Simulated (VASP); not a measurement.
**Si: single point with PBEsol**

Si:

```xyz
1
Lattice="0.0000 2.0637 1.8344 2.0637 0.0000 1.8344 2.0637 2.0637 0.0000" Properties=species:S:1:pos:R:3 pbc="T T T"
Si    0.0000    0.0000    0.0000
```

This cell differs from its parent crystal: strain +0.080 along x and y, -0.040 along z.

```
Program             : VASP 6.6.1
Task                : single point
Functional          : PBEsol
Potentials or basis : VASP PAW PBE potentials, release 64 (Si)
Cutoff              : 520 eV
k mesh              : 22 × 22 × 22
Occupations         : gaussian, width 0.15 eV
Spin                : no spin polarisation
```

The pressure is -7.6 GPa and the band gap on the k mesh is zero (bands 2 and 3 overlap by 13.37 eV).

Stress tensor (GPa, compression positive):
```
-6.68  0.00  0.00
 0.00 -6.68  0.00
 0.00  0.00 -9.30
```

Levels at points of the mesh, in eV from the Fermi level:
```csv
k point,band 1,band 2,band 3,band 4,band 5,band 6
"(0.00, 0.00, 0.00)",-13.75,10.11,10.35,10.35,11.37,11.37
"(0.50, 0.00, 0.00)",-7.34,-6.45,6.68,8.64,9.37,10.64
"(0.50, 0.50, 0.00)",-3.82,-2.69,1.64,1.64,3.73,4.71
"(0.50, 0.00, 0.50)",-5.47,-5.34,3.30,4.32,5.13,7.25
```

Wall time 31 s on 1 thread of Intel(R) Xeon(R) Platinum 8375C CPU @ 2.90GHz (Ice Lake) (shared host), peak memory 0.2 GiB.

Caveat: the cell differs from its parent crystal (strain +0.080 along x and y, -0.040 along z); the cell stands under tension; the PAW data sets were made with another functional, which shifts forces and pressure a little.
